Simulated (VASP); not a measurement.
**HfB: single point with PBE**

HfB:

```
Hf B
1.0
     0.00000    2.42716    2.42716
     2.42716    0.00000    2.42716
     2.42716    2.42716    0.00000
Hf B
1 1
Direct
  0.50000 0.50000 0.50000
  0.00000 0.00000 0.00000
```

| Quantity | Value |
| --- | --- |
| Program | VASP 6.6.1 |
| Task | single point |
| Functional | PBE |
| Potentials or basis | VASP PAW PBE potentials, release 64 (Hf_pv, B) |
| Cutoff | 500 eV |
| k mesh | 6 × 6 × 6 |
| Occupations | tetrahedron |
| Spin | no spin polarisation |

| Quantity | Value |
| --- | --- |
| Pressure | -1.3 GPa |

Levels at points of the mesh, in eV from the Fermi level:
| k point | band 3 | band 4 | band 5 | band 6 | band 7 | band 8 | band 9 | band 10 | band 11 | band 12 |
| --- | --- | --- | --- | --- | --- | --- | --- | --- | --- | --- |
| (0.00, 0.00, 0.00) | -29.06 | -9.06 | 2.05 | 2.05 | 2.05 | 3.55 | 3.55 | 3.55 | 3.69 | 3.69 |
| (0.50, 0.00, 0.00) | -29.11 | -4.55 | -4.49 | -1.11 | -1.11 | 5.60 | 5.60 | 6.40 | 7.66 | 12.48 |
| (0.50, 0.50, 0.00) | -29.21 | -6.32 | -1.25 | -0.73 | 1.92 | 1.92 | 5.34 | 6.70 | 6.70 | 7.58 |

It took 12 s on 1 thread of Intel(R) Xeon(R) Platinum 8375C CPU @ 2.90GHz (Ice Lake) (shared host), peak memory 0.15 GiB.

Caveat: the k points lie up to 0.37 Å⁻¹ apart; spin-orbit coupling is left out, which moves the levels of the heavy elements.
